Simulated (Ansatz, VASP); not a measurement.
# Two plane-wave programs on Si4P

```
Si P
1.0
     3.38520    0.02183   -0.02326
    -0.04274    4.48786    0.16173
    -1.61523   -1.41012    5.18087
Si P
4 1
Direct
  0.09500 0.38789 0.69042
  0.70045 0.80024 0.90055
  0.29955 0.19976 0.09945
  0.90500 0.61211 0.30958
  0.50000 0.00000 0.50000
```

Alike in both runs: functional PBE; k mesh 12 × 10 × 8; occupations gaussian, width 0.1 eV; no spin polarisation.

Ansatz relaxed the structure, and its values are those at the end. VASP's run is a single point on that final structure, the one shown.

|  | VASP | Ansatz |
| --- | --- | --- |
| version | VASP 6.6.1 | Ansatz 0.2.0 |
| potentials or method | VASP PAW PBE potentials, release 64 (Si, P), cutoff 520 eV | scalar-relativistic, plane waves, PAW |
| valence electrons in the cell | 21 | 21 |

|  | VASP | Ansatz | Ansatz less VASP |
| --- | --- | --- | --- |
| gap on the k mesh at the Fermi level (eV) | none | none | - |
| pressure (GPa) | -0.1 | 0.0 | +0.07 |

A gap of «none» marks a metal or a gap that the smearing closes.
